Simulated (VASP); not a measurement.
## Ta4S7 (a cell with a defect): single point with LDA

The system is Ta4S7 (a cell with a defect).

```
CELL_PARAMETERS angstrom
-3.28885 5.67184 0.00000
1.64442 0.00000 11.23581
3.28885 5.67184 0.00000
ATOMIC_POSITIONS crystal
Ta 0.45588 0.99740 0.46438
Ta 0.47517 0.98463 0.97949
Ta 0.95276 0.98154 0.48396
Ta 0.96844 0.00099 0.95685
S 0.48555 0.13973 0.72281
S 0.10183 0.86678 0.16180
S 0.14106 0.13609 0.57311
S 0.09588 0.85480 0.67108
S 0.67044 0.13471 0.10609
S 0.61818 0.85491 0.17403
S 0.58639 0.85715 0.67448
```

```json
{"Program": "VASP 6.6.1", "Task": "single point", "Functional": "LDA", "Potentials or basis": "VASP PAW LDA potentials, release 64 (Ta_pv, S)", "Cutoff": "520 eV", "k mesh": "3 × 2 × 3", "Occupations": "fermi-dirac, width 0.1 eV", "Spin": "no spin polarisation"}
```

```yaml
Pressure: -0.9 GPa
Largest_force: 0.278 eV/Å
Band_gap_on_the_k_mesh: 0.15 eV
```

Forces on the atoms (eV/Å):
```
Ta   0.062  0.007 -0.023
Ta   0.044  0.036 -0.009
Ta   0.057 -0.071  0.083
Ta   0.024  0.004 -0.025
S   -0.273  0.043  0.030
S    0.034 -0.008  0.004
S    0.021  0.062  0.035
S    0.023 -0.029 -0.031
S    0.009 -0.009  0.049
S   -0.020 -0.024 -0.069
S    0.019 -0.012 -0.043
```

Stress tensor (GPa, compression positive):
```
-2.22  0.40 -0.19
 0.40 -0.62  0.11
-0.19  0.11  0.11
```

Levels at points of the mesh, in eV from the valence-band top:
```csv
k point,band 39,band 40,band 41,band 42,band 43,band 44,band 45,band 46,band 47,band 48
"(0.00, 0.00, 0.00)",-1.76,-1.58,-0.52,-0.34,0.00,0.58,1.01,1.24,1.71,2.19
"(0.00, 0.50, 0.00)",-1.76,-1.58,-0.52,-0.34,0.00,0.59,1.01,1.24,1.71,2.19
```

Wall time 5 min on 1 thread of Intel(R) Xeon(R) Platinum 8488C (Sapphire Rapids) (shared host), peak memory 0.46 GiB.

Caveat: spin-orbit coupling is left out, which moves the levels of the heavy elements.
